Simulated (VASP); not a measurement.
# MgO (P1) in VASP: a series of runs

The runs below take MgO through single point, with r2SCAN+D3(BJ).

Everything below comes from runs of VASP 6.6.1. Logs are shortened: lines on timing, memory, paths and dates and some standing lists are left out, and cuts for length are marked.

### Step 1. The cell of the first run

The typed cell holds 8 atoms: a = 5.710 Å, b = 2.855 Å, c = 5.208 Å, α = 90.00°, β = 90.00°, γ = 120.00°.

### Step 2. Single point, r2SCAN+D3(BJ)

Contents of POSCAR:

```
MgO
1.0
    5.7099270000      0.0000000000      0.0000000000
   -1.4274820000      2.4724710000      0.0000000000
    0.0000000000      0.0000000000      5.2078520000
Mg O
4 4
Direct
    0.0063254805      0.0173599609     -0.0010086692
   -0.0094950798     -0.0160746071      0.4985867494
    0.5090779047      0.0301269459     -0.0066743448
    0.4904793646     -0.0118492795      0.4971725387
    0.1468141708      0.6526430441      0.2528241970
    0.1827614018      0.6959199926      0.7582527307
    0.6516160761      0.6587138939      0.2534232924
    0.6735540872      0.6572024505      0.7502765056
```

Contents of INCAR.step1:

```
ALGO = Normal ; EDIFF = 1E-5
ENCUT = 580 ; GGA = PE
GGA_COMPAT = F ; ISMEAR = 0
LASPH = T ; LCHARG = F
LREAL = F ; LWAVE = T
NBANDS = 26 ; NELM = 120
PREC = Accurate ; SIGMA = 0.05
```

Contents of INCAR.step2:

```
ALGO = Normal ; EDIFF = 1E-6
ENCUT = 580 ; GGA_COMPAT = F
ISIF = 2 ; ISMEAR = 0
ISTART = 1 ; IVDW = 12
LASPH = T ; LCHARG = F
LMIXTAU = T ; LREAL = F
LWAVE = F ; METAGGA = R2SCAN
NBANDS = 26 ; NELM = 120
PREC = Accurate ; SIGMA = 0.05
VDW_A1 = 0.49484001 ; VDW_A2 = 5.73083694
VDW_S6 = 1.0 ; VDW_S8 = 0.78981345
```

Contents of KPOINTS:

```
k-points
0
Gamma
  3 3 2
```

Potentials or basis: VASP PAW PBE potentials, release 64 (Mg, O).

Run with:

```bash
> cat potpaw_PBE.64/Mg/POTCAR potpaw_PBE.64/O/POTCAR > POTCAR
> cp INCAR.step1 INCAR
> mpirun -np 1 vasp_std > vasp.out
> cp INCAR.step2 INCAR
> mpirun -np 1 vasp_std > vasp.out
```

OUTCAR:

```text
EDIFF = 1E-6
   ENCUT = 580
   ISIF = 2
   ISMEAR = 0
   ISTART = 1
   IVDW = 12
   LASPH = T
   LREAL = F
   METAGGA = R2SCAN
   NELM = 120
   PREC = Accurate
 IVDW          = 12

 ion  position               nearest neighbor table
   1  0.006  0.017  0.999-   5 2.06   5 2.08   6 2.09   6 2.09   8 2.10   7 2.20   2 2.60   2 2.61
                             3 2.83   3 2.85   3 2.86   3 2.88
   2  0.991  0.984  0.499-   5 2.04   8 2.04   5 2.09   7 2.11   6 2.15   6 2.22   1 2.60   1 2.61
                             4 2.85   4 2.85   4 2.86   4 2.86
   3  0.509  0.030  0.993-   8 2.00   6 2.03   7 2.06   7 2.12   8 2.15   5 2.24   4 2.59   4 2.63
                             1 2.83   1 2.85   1 2.86   1 2.88
   4  0.490  0.988  0.497-   6 2.04   7 2.05   7 2.09   8 2.12   5 2.12   8 2.17   3 2.59   3 2.63
                             2 2.85   2 2.85   2 2.86   2 2.86
   5  0.147  0.653  0.253-   2 2.04   1 2.06   1 2.08   2 2.09   4 2.12   3 2.24
   6  0.183  0.696  0.758-   3 2.03   4 2.04   1 2.09   1 2.09   2 2.15   2 2.22
   7  0.652  0.659  0.253-   4 2.05   3 2.06   4 2.09   2 2.11   3 2.12   1 2.20
   8  0.674  0.657  0.750-   3 2.00   2 2.04   1 2.10   4 2.12   3 2.15   4 2.17

  Warning from LATTYP: Monoclinic adjustment (A1->A3, A2->A1, A3->A2)!
  LATTYP: Found a simple orthorhombic cell.
 ALAT       =     2.8549636961
 B/A-ratio  =     1.7320506271
 C/A-ratio  =     1.8241394828

  Lattice vectors:

 A1 = (   1.4274820000,  -2.4724710000,   0.0000000000)
 A2 = (   4.2824450000,   2.4724710000,   0.0000000000)
 A3 = (   0.0000000000,   0.0000000000,   5.2078520000)

Analysis of symmetry for initial positions (statically):
=====================================================================
 Subroutine PRICEL returns:
 Original cell was already a primitive cell.

 Routine SETGRP: Setting up the symmetry group for a
 simple orthorhombic supercell.

 Subroutine GETGRP returns: Found  1 space group operations
 (whereof  1 operations were pure point group operations)
 out of a pool of  8 trial point group operations.

The static configuration has the point symmetry C_1 .

Analysis of symmetry for dynamics (positions and initial velocities):
=====================================================================
 Subroutine PRICEL returns:
 Original cell was already a primitive cell.

 Routine SETGRP: Setting up the symmetry group for a
 simple orthorhombic supercell.

 Subroutine GETGRP returns: Found  1 space group operations
 (whereof  1 operations were pure point group operations)
 out of a pool of  8 trial point group operations.

The dynamic configuration has the point symmetry C_1 .

 Subroutine INISYM returns: Found  1 space group operations
 (whereof  1 operations are pure point group operations),
 and found     1 'primitive' translations

----------------------------------------------------------------------------------------

                                     Primitive cell

  volume of cell :      73.5225

  direct lattice vectors                    reciprocal lattice vectors
     5.709927000  0.000000000  0.000000000     0.175133588  0.101113438  0.000000000
    -1.427482000  2.472471000  0.000000000     0.000000000  0.404453682  0.000000000
     0.000000000  0.000000000  5.207852000     0.000000000  0.000000000  0.192017746

  length of vectors
     5.709927000  2.854963696  5.207852000     0.202226855  0.404453682  0.192017746

  position of ions in fractional coordinates (direct lattice)
     0.006325481  0.017359961  0.998991331
     0.990504920  0.983925393  0.498586749
     0.509077905  0.030126946  0.993325655
     0.490479365  0.988150721  0.497172539
     0.146814171  0.652643044  0.252824197
     0.182761402  0.695919993  0.758252731
     0.651616076  0.658713894  0.253423292
     0.673554087  0.657202451  0.750276506

  ion indices of the primitive-cell ions
   primitive index   ion index
                 1           1
                 2           2
                 3           3
                 4           4
                 5           5
                 6           6
                 7           7
                 8           8

----------------------------------------------------------------------------------------

 KPOINTS: k-points

Automatic generation of k-mesh.
 Grid dimensions read from file:
 generate k-points for:    3    3    2

 Generating k-lattice:

  Cartesian coordinates                     Fractional coordinates (reciprocal lattice)
     0.058377863  0.033704479  0.000000000     0.333333333 -0.000000000  0.000000000
     0.000000000  0.134817894  0.000000000     0.000000000  0.333333333  0.000000000
     0.000000000  0.000000000  0.096008873     0.000000000  0.000000000  0.500000000

  Length of vectors
     0.067408952  0.134817894  0.096008873

  Shift w.r.t. Gamma in fractional coordinates (k-lattice)
     0.000000000  0.000000000  0.000000000

 Subroutine IBZKPT returns following result:
[... 99 lines left out ...]
     25      18.2814      0.00000
     26      19.9803      0.00000

 k-point     2 :       0.3333   -0.0000    0.0000
  band No.  band energies     occupation
      1     -14.9798      2.00000
      2     -14.3862      2.00000
      3     -13.8223      2.00000
      4     -13.4096      2.00000
      5      -1.7899      2.00000
      6      -0.9550      2.00000
[... 18 lines left out ...]
     25      18.9053      0.00000
     26      19.2255      0.00000

 k-point     3 :       0.0000    0.3333    0.0000
  band No.  band energies     occupation
      1     -14.3882      2.00000
      2     -14.0626      2.00000
      3     -13.4111      2.00000
      4     -13.1867      2.00000
      5      -1.1693      2.00000
      6      -0.9621      2.00000
[... 18 lines left out ...]
     25      17.9469      0.00000
     26      18.5693      0.00000

 k-point     4 :       0.3333    0.3333    0.0000
  band No.  band energies     occupation
      1     -14.3906      2.00000
      2     -14.0588      2.00000
      3     -13.4146      2.00000
      4     -13.1847      2.00000
      5      -1.1796      2.00000
      6      -0.9596      2.00000
[... 18 lines left out ...]
     25      17.9176      0.00000
     26      18.6606      0.00000

 k-point     5 :      -0.3333    0.3333    0.0000
  band No.  band energies     occupation
      1     -14.5477      2.00000
      2     -13.8956      2.00000
      3     -13.5205      2.00000
      4     -13.0699      2.00000
      5      -1.1877      2.00000
      6      -0.4329      2.00000
[... 18 lines left out ...]
     25      17.2411      0.00000
     26      19.0270      0.00000

 k-point     6 :       0.0000    0.0000    0.5000
  band No.  band energies     occupation
      1     -14.7314      2.00000
      2     -14.6367      2.00000
      3     -13.6911      2.00000
      4     -13.5977      2.00000
      5      -1.0774      2.00000
      6      -0.9194      2.00000
[... 18 lines left out ...]
     25      19.8709      0.00000
     26      20.6693      0.00000

 k-point     7 :       0.3333   -0.0000    0.5000
  band No.  band energies     occupation
      1     -14.5009      2.00000
      2     -14.4040      2.00000
      3     -13.9746      2.00000
      4     -13.8840      2.00000
      5      -0.2821      2.00000
      6      -0.1370      2.00000
[... 18 lines left out ...]
     25      19.6824      0.00000
     26      20.0202      0.00000

 k-point     8 :       0.0000    0.3333    0.5000
  band No.  band energies     occupation
      1     -13.9892      2.00000
      2     -13.8912      2.00000
      3     -13.6918      2.00000
      4     -13.6054      2.00000
      5      -0.5757      2.00000
      6      -0.5011      2.00000
[... 18 lines left out ...]
     25      19.6790      0.00000
     26      19.9049      0.00000

 k-point     9 :       0.3333    0.3333    0.5000
  band No.  band energies     occupation
      1     -13.9895      2.00000
      2     -13.8919      2.00000
      3     -13.6904      2.00000
      4     -13.6058      2.00000
      5      -0.6015      2.00000
      6      -0.4981      2.00000
[... 18 lines left out ...]
     25      19.7273      0.00000
     26      19.8775      0.00000

 k-point    10 :      -0.3333    0.3333    0.5000
  band No.  band energies     occupation
      1     -14.1240      2.00000
      2     -14.0268      2.00000
      3     -13.5499      2.00000
      4     -13.4632      2.00000
      5       0.0252      2.00000
      6       0.1121      2.00000
[... 18 lines left out ...]
     25      19.0921      0.00000
     26      19.5227      0.00000

------------------------ aborting loop because EDIFF is reached ----------------------------------------

 Edisp (eV)   -1.12949

 E8    (eV) :    -0.3424

  FORCE on cell =-STRESS in cart. coord.  units (eV):
  Direction    XX          YY          ZZ          XY          YZ          ZX
  --------------------------------------------------------------------------------------
  -------------------------------------------------------------------------------------
  Total       2.24772     2.63459     3.22418    -0.06797    -0.10445    -0.35605
  in kB      48.98160    57.41217    70.26012    -1.48125    -2.27607    -7.75885
  external pressure =       58.88 kB  Pullay stress =        0.00 kB

 VOLUME and BASIS-vectors are now :
 -----------------------------------------------------------------------------
  energy-cutoff  :      580.00
  volume of cell :       73.52
      direct lattice vectors                 reciprocal lattice vectors
     5.709927000  0.000000000  0.000000000     0.175133588  0.101113438  0.000000000
    -1.427482000  2.472471000  0.000000000     0.000000000  0.404453682  0.000000000
     0.000000000  0.000000000  5.207852000     0.000000000  0.000000000  0.192017746

 POSITION                                       TOTAL-FORCE (eV/Angst)
 -----------------------------------------------------------------------------------
      0.01134      0.04292      5.20260         0.005303     -0.010042      0.129766
      4.25117      2.43273      2.59657         0.044907      0.175649      0.047263
      2.86379      0.07449      5.17309         0.045056     -0.432675      0.516612
      1.39003      2.44317      2.58920         0.065562      0.041893     -0.106313
     -0.09334      1.61364      1.31667         0.199341      0.022547      0.203870
      0.05014      1.72064      3.94887        -0.357738     -0.406364     -0.439857
      2.78038      1.62865      1.31979        -0.096204      0.066315     -0.301723
      2.90780      1.62491      3.90733         0.093773      0.542676     -0.049618
 -----------------------------------------------------------------------------------
    total drift:                               -0.001465      0.002144      0.001923

  FREE ENERGIE OF THE ION-ELECTRON SYSTEM (eV)
  ---------------------------------------------------
  free  energy   TOTEN  =       -62.5163428849 eV

  energy  without entropy=      -62.5163428849  energy(sigma->0) =      -62.51634288
```

Wall time 44 s (1 thread of Intel Xeon 6975P-C (Granite Rapids), shared host); peak memory 0.23 GiB.

What came out:

| Property | Result |
| --- | --- |
| Free energy | -62.5163 eV |
| Pressure | 5.9 GPa |
| Largest force | 0.698 eV/Å |
| Band gap on the k mesh | 4.48 eV |
| Dispersion energy per atom | -0.141 eV |

Forces in eV/Å, atoms in the order of the input:
```
Mg   0.005 -0.010  0.130
Mg   0.045  0.176  0.047
Mg   0.045 -0.433  0.517
Mg   0.066  0.042 -0.106
O    0.199  0.023  0.204
O   -0.358 -0.406 -0.440
O   -0.096  0.066 -0.302
O    0.094  0.543 -0.050
```

Caveat: the k points lie up to 0.73 Å⁻¹ apart; three body term missing; the PAW data sets were made with another functional, which shifts forces and pressure a little; an odd mesh through Γ misses points on the zone boundary, where band edges can lie.

### Step 3. Single point, r2SCAN+D3(BJ)

This run uses another cell than the first one, of 9.54 Å³/atom.

Contents of POSCAR:

```
MgO
1.0
    5.7812630000      0.0000000000      0.0000000000
   -1.4453160000      2.5033600000      0.0000000000
    0.0000000000      0.0000000000      5.2729150000
Mg O
4 4
Direct
    0.0038972449      0.0167866388     -0.0011951643
   -0.0081372019     -0.0204884635      0.5014347851
    0.5025619750      0.0205899271     -0.0020544613
    0.4939785714     -0.0052493449      0.4940584098
    0.1503967565      0.6550651924      0.2532934819
    0.1744901713      0.6922580052      0.7515095540
    0.6546652755      0.6560434776      0.2515375272
    0.6775907795      0.6621392848      0.7530513957
```

Contents of INCAR.step1:

```
PREC = Accurate
ENCUT = 580
ISMEAR = 0
SIGMA = 0.05
LREAL = F
LASPH = T
NELM = 120
NBANDS = 26
GGA = PE
ALGO = Normal
EDIFF = 1E-5
LWAVE = T
LCHARG = F
GGA_COMPAT = F
```

Contents of INCAR.step2:

```
PREC = Accurate
ENCUT = 580
EDIFF = 1E-6
ISMEAR = 0
SIGMA = 0.05
LREAL = F
LASPH = T
NELM = 120
ALGO = Normal
ISIF = 2
LWAVE = F
LCHARG = F
METAGGA = R2SCAN
LMIXTAU = T
IVDW = 12
VDW_S6 = 1.0
VDW_S8 = 0.78981345
VDW_A1 = 0.49484001
VDW_A2 = 5.73083694
NBANDS = 26
ISTART = 1
GGA_COMPAT = F
```

Contents of KPOINTS:

```
Automatic mesh
0
Gamma
  3 3 2
```

Potentials or basis: VASP PAW PBE potentials, release 64 (Mg, O).

Run with:

```bash
> cat potpaw_PBE.64/Mg/POTCAR potpaw_PBE.64/O/POTCAR > POTCAR
> cp INCAR.step1 INCAR
> mpirun -np 1 vasp_std > vasp.out
> cp INCAR.step2 INCAR
> mpirun -np 1 vasp_std > vasp.out
```

It took 46 s on 1 thread of Intel Xeon 6975P-C (Granite Rapids), shared host; peak memory 0.24 GiB.

Results (log left out):

```yaml
Free_energy: -62.5853 eV
Pressure: -0.8 GPa
Largest_force: 0.408 eV/Å
Band_gap_on_the_k_mesh: 4.16 eV
Dispersion_energy_per_atom: -0.136 eV
```

Forces in eV/Å, atoms in the order of the input:
```
Mg  -0.063 -0.069  0.131
Mg   0.017  0.246 -0.087
Mg   0.136 -0.213 -0.069
Mg   0.017 -0.065  0.301
O    0.233  0.001 -0.143
O    0.206 -0.155  0.051
O   -0.214  0.087 -0.019
O   -0.332  0.170 -0.166
```

Stress tensor (GPa, compression positive):
```
-1.14 -0.33 -0.36
-0.33 -0.72  0.04
-0.36  0.04 -0.62
```

Levels at points of the mesh, in eV from the valence-band top:
```
           k point  band 13  band 14  band 15  band 16  band 17  band 18  band 19  band 20
(0.00, 0.00, 0.00)    -0.41    -0.09    -0.07    -0.05     4.16     6.82     7.70     9.62
(0.00, 0.00, 0.50)    -0.44    -0.38    -0.33    -0.29     6.47     6.48     7.74     8.23
```

Caveat: the k points lie up to 0.72 Å⁻¹ apart; three body term missing; the PAW data sets were made with another functional, which shifts forces and pressure a little; an odd mesh through Γ misses points on the zone boundary, where band edges can lie.

### Step 4. Single point, r2SCAN+D3(BJ)

This run uses another cell than the first one, of 9.87 Å³/atom.

Contents of POSCAR:

```
MgO
1.0
    5.8465710000      0.0000000000      0.0000000000
   -1.4616430000      2.5316400000      0.0000000000
    0.0000000000      0.0000000000      5.3324810000
Mg O
4 4
Direct
    0.0019587271      0.0099852270      0.0016943333
   -0.0038541604     -0.0135919799      0.5020623608
    0.5005193285      0.0056749775     -0.0011384944
    0.4979786983     -0.0007745967      0.4959862023
    0.1571377857      0.6614530502      0.2535905894
    0.1667019506      0.6794058397      0.7459484619
    0.6611064942      0.6633289093      0.2490983090
    0.6783303982      0.6725478346      0.7525851475
```

Contents of INCAR.step1:

```
SYSTEM = MgO
PREC = Accurate ; ENCUT = 580
ISMEAR = 0 ; SIGMA = 0.05
LREAL = .FALSE. ; LASPH = .TRUE.
NELM = 120 ; NBANDS = 26
GGA = PE ; ALGO = Normal
EDIFF = 1E-5 ; LWAVE = .TRUE.
LCHARG = .FALSE. ; GGA_COMPAT = .FALSE.
```

Contents of INCAR.step2:

```
SYSTEM = MgO
PREC = Accurate ; ENCUT = 580
EDIFF = 1E-6 ; ISMEAR = 0
SIGMA = 0.05 ; LREAL = .FALSE.
LASPH = .TRUE. ; NELM = 120
ALGO = Normal ; ISIF = 2
LWAVE = .FALSE. ; LCHARG = .FALSE.
METAGGA = R2SCAN ; LMIXTAU = .TRUE.
IVDW = 12 ; VDW_S6 = 1.0
VDW_S8 = 0.78981345 ; VDW_A1 = 0.49484001
VDW_A2 = 5.73083694 ; NBANDS = 26
ISTART = 1 ; GGA_COMPAT = .FALSE.
```

Contents of KPOINTS:

```
Automatic mesh
0
G
  3 3 2
  0 0 0
```

Run with:

```bash
> cat potpaw_PBE.64/Mg/POTCAR potpaw_PBE.64/O/POTCAR > POTCAR
> cp INCAR.step1 INCAR
> mpirun -np 1 vasp_std > vasp.out
> cp INCAR.step2 INCAR
> mpirun -np 1 vasp_std > vasp.out
```

Wall time 47 s (1 thread of Intel Xeon 6975P-C (Granite Rapids), shared host); peak memory 0.24 GiB.

The run converged. Its results:

```yaml
Free_energy: -62.5337 eV
Pressure: -6.1 GPa
Largest_force: 0.639 eV/Å
Band_gap_on_the_k_mesh: 3.86 eV
Dispersion_energy_per_atom: -0.131 eV
```

Forces on the atoms (eV/Å):
```
Mg  -0.082 -0.061 -0.053
Mg  -0.043  0.190 -0.016
Mg   0.097  0.033 -0.129
Mg   0.010 -0.020  0.188
O    0.230  0.020 -0.376
O    0.481  0.060  0.416
O   -0.202 -0.067  0.116
O   -0.491 -0.155 -0.147
```

Stress tensor (GPa, compression positive):
```
-6.05 -0.45 -0.07
-0.45 -5.72 -0.01
-0.07 -0.01 -6.57
```

Levels at points of the mesh, in eV from the valence-band top:
| k point | band 12 | band 13 | band 14 | band 15 | band 16 | band 17 | band 18 | band 19 | band 20 | band 21 |
| --- | --- | --- | --- | --- | --- | --- | --- | --- | --- | --- |
| (0.00, 0.00, 0.00) | -0.63 | -0.41 | -0.10 | -0.09 | -0.05 | 3.86 | 6.65 | 7.48 | 9.28 | 10.03 |
| (0.00, 0.00, 0.50) | -1.06 | -0.44 | -0.38 | -0.36 | -0.30 | 6.14 | 6.18 | 7.69 | 7.96 | 11.03 |

Caveat: the k points lie up to 0.72 Å⁻¹ apart; three body term missing; the PAW data sets were made with another functional, which shifts forces and pressure a little; an odd mesh through Γ misses points on the zone boundary, where band edges can lie.

### Step 5. Overview

| cell | gap on the mesh (eV) | pressure (GPa) | largest force (eV/Å) |
| --- | --- | --- | --- |
| a = 5.710, b = 2.855, c = 5.208 Å, angles 90.0, 90.0, 120.0°, 8 atoms, atomic positions A | 4.48 | 5.9 | 0.70 |
| a = 5.781, b = 2.891, c = 5.273 Å, angles 90.0, 90.0, 120.0°, 8 atoms, atomic positions B | 4.16 | -0.8 | 0.41 |
| a = 5.847, b = 2.923, c = 5.332 Å, angles 90.0, 90.0, 120.0°, 8 atoms, atomic positions C | 3.86 | -6.1 | 0.64 |

Alike in all rows: task single point; level r2SCAN+D3(BJ); potentials or basis VASP PAW PBE potentials, release 64 (Mg, O); no spin polarisation; k mesh 3 × 3 × 2; cutoff (eV) 580; smearing gaussian 0.05 eV.

Caveats: all runs use coarse meshes; three body term missing; the PAW data sets were made with another functional, which shifts forces and pressure a little; an odd mesh through Γ misses points on the zone boundary, where band edges can lie.

Absolute energies hang on the potentials; compare differences alone.
